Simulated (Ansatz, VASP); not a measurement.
**KBr: VASP beside Ansatz**

```
K Br
1.0
     0.00000    3.68830    3.68830
     3.68830    0.00000    3.68830
     3.68830    3.68830    0.00000
K Br
1 1
Cartesian
  0.0000 0.0000 0.0000
  1.8441 1.8441 1.8441
```

Alike in both runs: task single point; functional PBEsol; k mesh 4 × 4 × 4; occupations methfessel-paxton of order 1, width 0.2 eV; no spin polarisation.

|  | VASP | Ansatz |
| --- | --- | --- |
| version | VASP 6.6.1 | Ansatz 0.2.0 |
| potentials or method | VASP PAW PBE potentials, release 64 (K_sv, Br) | plane waves |
| plane-wave cutoff (eV) | 500 | 420 |
| valence electrons in the cell | 16 | 16 |

|  | VASP | Ansatz | Ansatz less VASP |
| --- | --- | --- | --- |
| gap on the k mesh at the Fermi level (eV) | 4.29 | 4.30 | +0.001 |
| pressure (GPa) | -0.2 | -0.2 | -0.01 |

VASP's potentials were made for PBE, not for PBEsol. With one functional, cell and mesh, what is left measures potentials, basis and numerics.
